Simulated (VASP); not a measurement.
# Se (Pm-3m) in VASP: single point with PBE

Aim: the single point of Se with PBE.

Everything below comes from runs of VASP 6.6.1. Logs are shortened: lines on timing, memory, paths and dates and some standing lists are left out, and cuts for length are marked.

### 1 The cell of the first run

Symmetry: Pm-3m, No. 221, cubic system. Conventional cell: a = 5.137 Å, b = 5.137 Å, c = 5.137 Å, α = 90.00°, β = 90.00°, γ = 90.00°. Within 3.4 Å of Se (site symmetry 4/mmm) lie 2 Se at 2.57 Å. Se (site symmetry m-3m) has 6 Se at 2.57 Å within 3.4 Å.

This isn't the form of Se at room conditions, which is trigonal, of chains.

### 2 Single point, PBE

POSCAR

```
Se
1.0
    5.1373800813      0.0000000000      0.0000000000
    0.0000000000      5.1373800813      0.0000000000
    0.0000000000      0.0000000000      5.1373800813
Se
4
Direct
    0.0000000000      0.5000000000      0.5000000000
    0.5000000000      0.0000000000      0.5000000000
    0.5000000000      0.5000000000      0.0000000000
    0.5000000000      0.5000000000      0.5000000000
```

INCAR.step1

```
PREC     = Accurate       # precision mode
ENCUT    = 520            # plane-wave cutoff, eV
EDIFF    = 1E-6           # SCF threshold, eV
ISMEAR   = 0              # smearing method
SIGMA    = 0.1            # smearing width, eV
LREAL    = False          # projectors in reciprocal space
LASPH    = True           # aspherical terms in the spheres
NELM     = 100            # most SCF steps
ALGO     = Normal         # electronic algorithm
ISIF     = 2              # what is computed and relaxed
LWAVE    = False          # write WAVECAR
LCHARG   = True           # write CHGCAR
GGA      = PE             # functional
NBANDS   = 20             # bands
```

KPOINTS.step1

```
Automatic mesh
0
Gamma
  10 10 10
```

INCAR.step2

```
PREC     = Accurate       # precision mode
ENCUT    = 520            # plane-wave cutoff, eV
EDIFF    = 1E-6           # SCF threshold, eV
ISMEAR   = -5             # smearing method
SIGMA    = 0.1            # smearing width, eV
LREAL    = False          # projectors in reciprocal space
LASPH    = True           # aspherical terms in the spheres
NELM     = 100            # most SCF steps
ALGO     = Normal         # electronic algorithm
ISIF     = 2              # what is computed and relaxed
LWAVE    = False          # write WAVECAR
LCHARG   = False          # write CHGCAR
GGA      = PE             # functional
LORBIT   = 11             # projections on sites
NBANDS   = 20             # bands
NEDOS    = 1001           # points of the DOS
ICHARG   = 11             # starting density
```

KPOINTS.step2

```
Automatic mesh
0
Gamma
  15 15 15
```

Potentials or basis: VASP PAW PBE potentials, release 64 (Se).

The run is started by

```console
> cat potpaw_PBE.64/Se/POTCAR > POTCAR
> cp INCAR.step1 INCAR
> cp KPOINTS.step1 KPOINTS
> mpirun -np 1 vasp_std > vasp.out
> cp INCAR.step2 INCAR
> cp KPOINTS.step2 KPOINTS
> mpirun -np 1 vasp_std > vasp.out
```

OUTCAR:

```text
PREC = Accurate
   ENCUT = 520
   EDIFF = 1E-6
   ISMEAR = -5
   LREAL = False
   LASPH = True
   NELM = 100
   ISIF = 2
   GGA = PE
   LORBIT = 11
   ICHARG = 11

 ion  position               nearest neighbor table
   1  0.000  0.500  0.500-   4 2.57   4 2.57
   2  0.500  0.000  0.500-   4 2.57   4 2.57
   3  0.500  0.500  0.000-   4 2.57   4 2.57
   4  0.500  0.500  0.500-   1 2.57   2 2.57   3 2.57   3 2.57   2 2.57   1 2.57

  LATTYP: Found a simple cubic cell.
 ALAT       =     5.1373800813

  Lattice vectors:

 A1 = (   5.1373800813,   0.0000000000,   0.0000000000)
 A2 = (   0.0000000000,   5.1373800813,   0.0000000000)
 A3 = (   0.0000000000,   0.0000000000,   5.1373800813)

Analysis of symmetry for initial positions (statically):
=====================================================================
 Subroutine PRICEL returns:
 Original cell was already a primitive cell.

 Routine SETGRP: Setting up the symmetry group for a
 simple cubic supercell.

 Subroutine GETGRP returns: Found 48 space group operations
 (whereof 48 operations were pure point group operations)
 out of a pool of 48 trial point group operations.

The static configuration has the point symmetry O_h .

Analysis of symmetry for dynamics (positions and initial velocities):
=====================================================================
 Subroutine PRICEL returns:
 Original cell was already a primitive cell.

 Routine SETGRP: Setting up the symmetry group for a
 simple cubic supercell.

 Subroutine GETGRP returns: Found 48 space group operations
 (whereof 48 operations were pure point group operations)
 out of a pool of 48 trial point group operations.

The dynamic configuration has the point symmetry O_h .

 Subroutine INISYM returns: Found 48 space group operations
 (whereof 48 operations are pure point group operations),
 and found     1 'primitive' translations

----------------------------------------------------------------------------------------

                                     Primitive cell

  volume of cell :     135.5892

  direct lattice vectors                    reciprocal lattice vectors
     5.137380081  0.000000000  0.000000000     0.194651745  0.000000000  0.000000000
     0.000000000  5.137380081  0.000000000     0.000000000  0.194651745  0.000000000
     0.000000000  0.000000000  5.137380081     0.000000000  0.000000000  0.194651745

  length of vectors
     5.137380081  5.137380081  5.137380081     0.194651745  0.194651745  0.194651745

  position of ions in fractional coordinates (direct lattice)
     0.000000000  0.500000000  0.500000000
     0.500000000  0.000000000  0.500000000
     0.500000000  0.500000000  0.000000000
     0.500000000  0.500000000  0.500000000

  ion indices of the primitive-cell ions
   primitive index   ion index
                 1           1
                 2           2
                 3           3
                 4           4

----------------------------------------------------------------------------------------

 KPOINTS: Automatic mesh

Automatic generation of k-mesh.
 Grid dimensions read from file:
 generate k-points for:   15   15   15

 Generating k-lattice:

  Cartesian coordinates                     Fractional coordinates (reciprocal lattice)
     0.012976783  0.000000000  0.000000000     0.066666667  0.000000000  0.000000000
     0.000000000  0.012976783  0.000000000     0.000000000  0.066666667  0.000000000
     0.000000000  0.000000000  0.012976783     0.000000000  0.000000000  0.066666667

  Length of vectors
     0.012976783  0.012976783  0.012976783

  Shift w.r.t. Gamma in fractional coordinates (k-lattice)
     0.000000000  0.000000000  0.000000000

 TETIRR: Found   1667 inequivalent tetrahedra from    20250

 Subroutine IBZKPT returns following result:
 ===========================================

 Found    120 irreducible k-points:

 Following reciprocal coordinates:
            Coordinates               Weight
  0.000000  0.000000  0.000000      1.000000
  0.066667  0.000000  0.000000      6.000000
  0.133333  0.000000  0.000000      6.000000
  0.200000  0.000000  0.000000      6.000000
  0.266667  0.000000  0.000000      6.000000
  0.333333  0.000000  0.000000      6.000000
[... 16 lines left out ...]
  0.266667  0.200000  0.000000     24.000000
  0.333333  0.200000  0.000000     24.000000
 [... further k-points ...]
   k-points           NKPTS =    120   k-points in BZ     NKDIM =    120   number of bands    NBANDS=     20
   number of dos      NEDOS =   1001   number of ions     NIONS =      4
   total plane-waves  NPLWV =  64000
   dimension x,y,z NGX =    40 NGY =   40 NGZ =   40
   dimension x,y,z NGXF=    80 NGYF=   80 NGZF=   80
   ions per type =               4
   NGX,Y,Z   is equivalent  to a cutoff of  12.94, 12.94, 12.94 a.u.
   NGXF,Y,Z  is equivalent  to a cutoff of  25.89, 25.89, 25.89 a.u.
 SYSTEM =  unknown system
   PREC   = accura    normal or accurate (medium, high low for compatibility)
   ISTART =      0    job   : 0-new  1-cont  2-samecut
   ICHARG =     11    charge: 1-file 2-atom 10-const
   ISPIN  =      1    spin polarized calculation?
   LNONCOLLINEAR =      F non collinear calculations
   LSORBIT =      F    spin-orbit coupling
   LASPH  =      T    aspherical Exc in radial PAW
   ENCUT  =  520.0 eV  38.22 Ry    6.18 a.u.   9.55  9.55  9.55*2*pi/ulx,y,z
   NELM   =    100;   NELMIN=  2; NELMDL=  0     # of ELM steps
   EDIFF  = 0.1E-05   stopping-criterion for ELM
   LREAL  =      F    real-space projection
   EDIFFG = 0.1E-04   stopping-criterion for IOM
   NSW    =      0    number of steps for IOM
   IBRION =     -1    ionic relax: 0-MD 1-quasi-New 2-CG
   NFREE  =      0    steps in history (QN), initial steepest desc. (CG)
   ISIF   =      2    stress and relaxation
   ISYM   =      2    0-nonsym 1-usesym 2-fastsym
   POTIM  = 0.5000    time-step for ionic-motion
   TEBEG  =    0.0;   TEEND  =   0.0 temperature during run
   PSTRESS=    0.0 pullay stress
   NELECT =      24.0000    total number of electrons
   NUPDOWN=      -1.0000    fix difference up-down
   EMIN   =  10.00;   EMAX   =-10.00  energy-range for DOS
   EFERMI =   0.00;   METHOD = LEGACY
   ISMEAR =    -5;   SIGMA  =   0.10  broadening in eV -4-tet -1-fermi 0-gaus
   EFERMI_NEDOS =   21; number of points for ismear=-14 and -15
   IALGO  =     38    algorithm
   IMIX   =      4    mixing-type and parameters
     AMIX     =   0.40;   BMIX     =  1.00
     AMIX_MAG =   1.60;   BMIX_MAG =  1.00
  volume/ion in A,a.u.               =      33.90       228.75
  Fermi-wavevector in a.u.,A,eV,Ry     =   0.919186  1.737010 11.495610  0.844903
  Thomas-Fermi vector in A             =   2.044352
   LORBIT       =     11    0 simple, 1 ext, 2 COOP (PROOUT), +10 PAW based schemes
   GGA     = PE    functional components
   LHFCALC =     F    Hartree Fock is set to
   AEXX    =    0.0000 exact exchange contribution
   IVDW    =     0    specifies the selected vdW correction
   LEPSILON=     F    determine dielectric tensor
   LRPA    =     F    only Hartree local field effects (RPA)
 non-spin polarized calculation
 Fermi weights with tetrahedron method with Bloechl corrections
  energy-cutoff  :      520.00
  volume of cell :      135.59
 maximum number of plane-waves:      3743
 NGX is ok and might be reduce to    40

 number of electron      24.0000009 magnetization

 Free energy of the ion-electron system (eV)
  ---------------------------------------------------
  ext. energy  EPLUGINS =         0.00000000
  ---------------------------------------------------
  free energy    TOTEN  =       -10.99456851 eV

  energy without entropy =      -10.99456851  energy(sigma->0) =      -10.99456851

 E-fermi :   0.3864     XC(G=0):  -7.7007

 val. band max:        0.5576499682   @ k =   0.4000   0.4000   0.4000
 cond. band min:       0.3660262033   @ k =   0.4667   0.4667   0.3333
 fundamental gap:     -0.1916237649
 Fermi energy:         0.3864256104

 k-point     1 :       0.0000    0.0000    0.0000
  band No.  band energies     occupation
      1     -15.2553      2.00000
      2     -11.1815      2.00000
      3     -11.1815      2.00000
      4      -9.2552      2.00000
      5      -5.8179      2.00000
      6      -5.8179      2.00000
[... 12 lines left out ...]
     19       6.2057      0.00000
     20       6.2057      0.00000

 k-point     2 :       0.0667    0.0000    0.0000
  band No.  band energies     occupation
      1     -15.2439      2.00000
      2     -11.2114      2.00000
      3     -11.1809      2.00000
      4      -9.3059      2.00000
      5      -5.8123      2.00000
      6      -5.8123      2.00000
[... 12 lines left out ...]
     19       6.3144      0.00000
     20       6.3144      0.00000

 k-point     3 :       0.1333    0.0000    0.0000
  band No.  band energies     occupation
      1     -15.2108      2.00000
      2     -11.2994      2.00000
      3     -11.1793      2.00000
      4      -9.4273      2.00000
      5      -5.7963      2.00000
      6      -5.7963      2.00000
[... 12 lines left out ...]
     19       6.5954      0.00000
     20       6.5954      0.00000

 k-point     4 :       0.2000    0.0000    0.0000
  band No.  band energies     occupation
      1     -15.1598      2.00000
      2     -11.4370      2.00000
      3     -11.1769      2.00000
      4      -9.5626      2.00000
      5      -5.7724      2.00000
      6      -5.7724      2.00000
[... 429 lines left out ...]
 k-point    23 :       0.2667    0.2000    0.0000
  band No.  band energies     occupation
      1     -14.9947      2.00000
      2     -11.6166      2.00000
      3     -11.3708      2.00000
      4     -10.0085      2.00000
      5      -5.6984      2.00000
      6      -4.7174      2.00000
[... 12 lines left out ...]
     19       7.5991      0.00000
     20       7.7984      0.00000

 k-point    24 :       0.3333    0.2000    0.0000
  band No.  band energies     occupation
      1     -14.9270      2.00000
      2     -11.7676      2.00000
      3     -11.3797      2.00000
      4     -10.0911      2.00000
      5      -5.6706      2.00000
      6      -4.6763      2.00000
[... 12 lines left out ...]
     19       8.1291      0.00000
     20       8.1319      0.00000

 [... further k-points ...]

------------------------ aborting loop because EDIFF is reached ----------------------------------------

  FORCE on cell =-STRESS in cart. coord.  units (eV):
  Direction    XX          YY          ZZ          XY          YZ          ZX
  --------------------------------------------------------------------------------------
  -------------------------------------------------------------------------------------
  Total        0.1000389      0.1000389      0.1000389      0.0000000      0.0000000     -0.0000000
  in kB        1.1821011      1.1821011      1.1821011      0.0000000      0.0000000     -0.0000000
  external PRESSURE =       1.1821011 kB  Pullay stress =       0.0000000 kB

 VOLUME and BASIS-vectors are now :
 -----------------------------------------------------------------------------
  energy-cutoff  :      520.00
  volume of cell :      135.59
      direct lattice vectors                 reciprocal lattice vectors
     5.137380081  0.000000000  0.000000000     0.194651745  0.000000000  0.000000000
     0.000000000  5.137380081  0.000000000     0.000000000  0.194651745  0.000000000
     0.000000000  0.000000000  5.137380081     0.000000000  0.000000000  0.194651745

 POSITION                                       TOTAL-FORCE (eV/Angst)
 -----------------------------------------------------------------------------------
      0.00000      2.56869      2.56869         0.000000      0.000000      0.000000
      2.56869      0.00000      2.56869         0.000000      0.000000      0.000000
      2.56869      2.56869      0.00000         0.000000      0.000000      0.000000
      2.56869      2.56869      2.56869         0.000000      0.000000      0.000000
 -----------------------------------------------------------------------------------
    total drift:                                0.000000     -0.000000     -0.000000

  FREE ENERGIE OF THE ION-ELECTRON SYSTEM (eV)
  ---------------------------------------------------
  free  energy   TOTEN  =       -10.9945685086 eV

  energy  without entropy=      -10.9945685086  energy(sigma->0) =      -10.99456851

 total charge

# of ion       s       p       d       tot
------------------------------------------
    1        1.517   2.122   0.030   3.669
    2        1.517   2.122   0.030   3.669
    3        1.517   2.122   0.030   3.669
    4        1.525   2.033   0.125   3.683
--------------------------------------------------
tot          6.077   8.400   0.214  14.691
```

Run time: 6.2 min. Hardware: 1 thread of Intel Xeon 8259CL, shared host; peak memory 0.4 GiB.

Results:

| Quantity | Value |
| --- | --- |
| Valence electrons inside the program's atomic spheres | Se 3.67, 3.68 (each value once) |

Caveat: tetrahedron occupations give inexact forces and stress in metals.
